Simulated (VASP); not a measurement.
**Pt: single point with PBEsol**

The system is Pt.

```
CELL_PARAMETERS angstrom
-1.56046 1.56046 1.58422
1.56046 -1.56046 1.58422
1.56046 1.56046 -1.58422
ATOMIC_POSITIONS crystal
Pt 0.00000 0.00000 0.00000
```

This cell differs from its parent crystal: strain -0.015 along x and y, +0.000 along z.

- Program: VASP 6.6.1
- Task: single point
- Functional: PBEsol
- Potentials or basis: VASP PAW PBE potentials, release 64 (Pt)
- Cutoff: 520 eV
- k mesh: 22 × 22 × 22
- Occupations: gaussian, width 0.15 eV
- Spin: no spin polarisation

The pressure is -4.2 GPa and the band gap on the k mesh is zero (band 5 reaches 11.53 eV, above the bottom of band 6 at 9.31 eV).

Stress tensor (GPa, compression positive):
```
-4.74  0.00  0.00
 0.00 -4.74  0.00
 0.00  0.00 -3.15
```

Levels at points of the mesh, in eV from the Fermi level:
```csv
k point,band 1,band 2,band 3,band 4,band 5,band 6,band 7,band 8,band 9,band 10
"(0.00, 0.00, 0.00)",-9.79,-3.64,-3.64,-3.51,-1.08,-0.91,16.91,17.20,17.20,27.30
"(0.50, 0.00, 0.00)",-6.81,-5.03,-1.25,-0.66,0.12,1.12,6.45,13.32,16.15,24.02
"(0.50, 0.50, 0.00)",-6.79,-5.17,-1.07,-0.60,0.21,1.15,6.58,13.15,15.78,24.44
"(0.50, 0.50, 0.50)",-6.30,-6.29,0.55,0.60,0.60,7.38,7.84,7.84,13.08,19.20
```

It took 110 s on 1 thread of Intel(R) Xeon(R) Platinum 8175M CPU @ 2.50GHz (Skylake/Cascade Lake), on a shared host, peak memory 0.24 GiB.

Caveat: the cell differs from its parent crystal (strain -0.015 along x and y, +0.000 along z); the PAW data sets were made with another functional, which shifts forces and pressure a little; spin-orbit coupling is left out, which moves the levels of the heavy elements.
